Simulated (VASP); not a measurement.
Crystal: ScSi2O3.

```
Sc Si O
1.0
     5.25342    0.00000    0.00000
    -2.62671    4.54960    0.00000
     0.00000    0.00000    3.00940
Sc Si O
1 2 3
Direct
  0.00000 0.00000 0.00000
  0.33333 0.66667 0.00000
  0.66667 0.33333 0.00000
  0.50000 0.00000 0.50000
  0.50000 0.50000 0.50000
  0.00000 0.50000 0.50000
```

The cell was generated, and may not be a known phase.

| Item | Value |
| --- | --- |
| Program | VASP 6.6.1 |
| Task | relaxation of cell and atoms |
| Functional | PBE |
| Potentials or basis | VASP PAW PBE potentials, release 64 (Sc_sv, Si, O) |
| Cutoff | 600 eV |
| k mesh | 12 × 12 × 12 |
| Occupations | gaussian, width 0.1 eV |
| Spin | no spin polarisation |

At the start: pressure -2.2 GPa; volume 11.99 Å³/atom.

Q: How do energy, volume and symmetry change on relaxing?

A: Over 3 steps the energy falls by 2.2 meV/atom and the volume is 11.79 Å³/atom (-1.6 %); space group P6/mmm (No. 191, to 0.1 Å) before and after.

The path:
```csv
step,energy change (eV),largest force (eV/Å),pressure (GPa),volume (Å³)
1,0.0000,0.0000,-2.22,71.93
2,-0.0100,0.0000,1.08,70.21
3,-0.0131,0.0000,-0.03,70.76
```

Final structure:
```
Sc Si O
1.0
     5.24045    0.00000    0.00000
    -2.62022    4.53836    0.00000
     0.00000    0.00000    2.97520
Sc Si O
1 2 3
Direct
  0.00000 0.00000 0.00000
  0.33333 0.66667 0.00000
  0.66667 0.33333 0.00000
  0.50000 0.00000 0.50000
  0.50000 0.50000 0.50000
  0.00000 0.50000 0.50000
```

Caveat: an odd number of electrons without spin polarisation forces a metal; a magnetic or distorted state may lie lower.
